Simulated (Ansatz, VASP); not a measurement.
## Two plane-wave programs on Pt

POSCAR

```
Pt
1.0
    0.0000000000      1.8966751085      2.0863426194
    1.8966751085      0.0000000000      2.0863426194
    1.8966751085      1.8966751085      0.0000000000
Pt
1
Direct
    0.0000000000      0.0000000000      0.0000000000
```

INCAR.step1

```
SYSTEM = Pt
ALGO = Normal
EDIFF = 1E-4
ENCUT = 520
GGA = PE
ISMEAR = 0
LASPH = .TRUE.
LCHARG = .FALSE.
LREAL = .FALSE.
LWAVE = .TRUE.
NBANDS = 11
NELM = 100
PREC = Accurate
SIGMA = 0.15
```

INCAR.step2

```
SYSTEM = Pt
ALGO = Normal
EDIFF = 1E-6
ENCUT = 520
ISIF = 2
ISMEAR = 0
ISTART = 1
LASPH = .TRUE.
LCHARG = .FALSE.
LMIXTAU = .TRUE.
LREAL = .FALSE.
LWAVE = .FALSE.
METAGGA = R2SCAN
NBANDS = 11
NELM = 100
PREC = Accurate
SIGMA = 0.15
```

KPOINTS

```
k-points
0
G
  24 24 24
  0 0 0
```

Input for Ansatz:

```yaml
crystal:
  lattice:
    - [0.0, 1.8966751085, 2.0863426194]
    - [1.8966751085, 0.0, 2.0863426194]
    - [1.8966751085, 1.8966751085, 0.0]
  atoms:
    - { symbol: Pt, position: [0.0, 0.0, 0.0] }
basis:
  ecutwfc: 500
kpoints:
  mp_grid: { grid: [24, 24, 24] }
hamiltonian:
  xc: r2scan
scf:
  occupations: { method: gaussian, width: 0.15 }
output:
  forces: true
  stress: true
  eigenvalues: true
  write_density: true
  write_potential: true
  elf: true
  volumetric_format: npy
```

Alike in both runs: task single point; functional r2SCAN; k mesh 24 × 24 × 24; occupations gaussian, width 0.15 eV; no spin polarisation.

```csv
,VASP,Ansatz
version,VASP 6.6.1,Ansatz 0.2.0
potentials or method,"VASP PAW PBE potentials, release 64 (Pt), cutoff 520 eV","scalar-relativistic, plane waves, PAW"
valence electrons in the cell,10,18
```

VASP gave:

```
gap on the k mesh at the Fermi level (eV)                     : none
pressure (GPa)                                                : 7.5
traceless stress, the component that is largest in VASP (GPa) : -8.44
```

**Question.** What did Ansatz give for the same quantities?

**Answer.** gap on the k mesh at the Fermi level (eV): none; pressure (GPa): 6.7; traceless stress, the component that is largest in VASP (GPa): -8.32.

VASP's potentials were made for PBE, not for r2SCAN. A gap of «none» marks a metal or a gap that the smearing closes. VASP's potentials hold 10 valence electrons a cell and Ansatz's 18, so a difference there can come from the potentials and not from the codes.

Neither program's run includes spin-orbit coupling.
